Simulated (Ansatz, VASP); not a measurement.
One calculation of SiO2, two programs

```xyz
6
Lattice="4.0591 0.0000 0.0000 0.0000 4.0591 0.0000 0.0000 0.0000 2.5775" Properties=species:S:1:pos:R:3 pbc="T T T"
Si    2.0296    2.0296    1.2888
Si    0.0000    0.0000    0.0000
O     2.8130    2.8130    0.0000
O     0.7835    3.2756    1.2888
O     1.2461    1.2461    0.0000
O     3.2756    0.7835    1.2888
```

Alike in both runs: task single point; functional PBE; k mesh 6 × 6 × 10; occupations gaussian, width 0.05 eV; no spin polarisation.

|  | VASP | Ansatz |
| --- | --- | --- |
| version | VASP 6.6.1 | Ansatz 0.2.0 |
| potentials or method | VASP PAW PBE potentials, release 64 (Si, O), cutoff 520 eV | scalar-relativistic, plane waves, PAW |
| valence electrons in the cell | 32 | 32 |

VASP gave:

```
gap on the k mesh at the Fermi level (eV) : 7.10
least direct gap on the mesh (eV)         : 7.10
rms of the force components (eV/Å)        : 0.505
```

**Question.** What did Ansatz give for the same quantities?

**Answer.** gap on the k mesh at the Fermi level (eV): 7.14; least direct gap on the mesh (eV): 7.14; rms of the force components (eV/Å): 0.491.

Atom by atom the forces differ by 0.014 eV/Å (rms over components). With one functional, cell and mesh, what is left measures potentials, basis and numerics.
